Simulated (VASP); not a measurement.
Si: single point with LDA

The system is Si.

```
CELL_PARAMETERS angstrom
2.69776 -5.60554 0.00000
1.10158 5.03564 0.00000
0.00000 0.00000 12.57024
ATOMIC_POSITIONS crystal
Si 0.75707 0.24293 0.94498
Si 0.24293 0.75707 0.05502
Si 0.75707 0.24293 0.55502
Si 0.24293 0.75707 0.44498
Si 0.42870 0.57130 0.15723
Si 0.57130 0.42870 0.84277
Si 0.42870 0.57130 0.34277
Si 0.57130 0.42870 0.65723
Si 0.97110 0.02890 0.90927
Si 0.02890 0.97110 0.09073
Si 0.97110 0.02890 0.59073
Si 0.02890 0.97110 0.40927
```

```yaml
Program: VASP 6.6.1
Task: single point
Functional: LDA
Potentials_or_basis: VASP PAW LDA potentials, release 64 (Si)
Cutoff: 520 eV
k_mesh: 10 × 10 × 4
Occupations: gaussian, width 0.03 eV
Spin: no spin polarisation
```

The pressure is 4.0 GPa, the largest force is 3.733 eV/Å and the band gap on the k mesh is zero (bands 24 and 25 overlap by 0.48 eV).

Forces on the atoms (eV/Å):
```
Si  -0.503 -0.036 -0.389
Si   0.503  0.036  0.389
Si  -0.503 -0.036  0.389
Si   0.503  0.036 -0.389
Si   3.344  1.199  1.149
Si  -3.344 -1.199 -1.149
Si   3.344  1.199 -1.149
Si  -3.344 -1.199  1.149
Si   3.166  0.791  0.937
Si  -3.166 -0.791 -0.937
Si   3.166  0.791 -0.937
Si  -3.166 -0.791  0.937
```

Stress tensor (GPa, compression positive):
```
 6.44 17.22  0.00
17.22  1.77  0.00
 0.00  0.00  3.76
```

Levels at points of the mesh, in eV from the Fermi level:
| k point | band 22 | band 23 | band 24 | band 25 | band 26 | band 27 |
| --- | --- | --- | --- | --- | --- | --- |
| (0.00, 0.00, 0.00) | -0.62 | -0.34 | -0.14 | 0.09 | 0.90 | 0.90 |
| (0.50, 0.00, 0.00) | -1.99 | -1.96 | -1.74 | -0.01 | 0.30 | 0.32 |
| (0.00, 0.50, 0.00) | -0.89 | -0.77 | -0.18 | 0.60 | 0.76 | 1.34 |
| (0.50, 0.50, 0.00) | -0.69 | -0.01 | 0.25 | 0.46 | 0.64 | 0.78 |
| (0.00, 0.00, 0.50) | -0.86 | -0.76 | -0.76 | 0.55 | 0.55 | 1.71 |
| (0.50, 0.00, 0.50) | -2.21 | -1.58 | -1.58 | 0.21 | 0.21 | 0.59 |
| (0.00, 0.50, 0.50) | -0.98 | -0.48 | -0.48 | 0.86 | 0.86 | 1.36 |
| (0.50, 0.50, 0.50) | -0.90 | 0.09 | 0.09 | 0.39 | 0.39 | 0.75 |

Wall time 91 min on 1 thread of Oxide Virtual Turin-like Processor, on a shared host, peak memory 0.91 GiB.

Caveat: the cell stands under pressure; semilocal functionals underestimate gaps, and a narrow one can read as zero; forces of over 1 eV/Å act on the atoms, so gaps and moduli don't describe the material at rest.
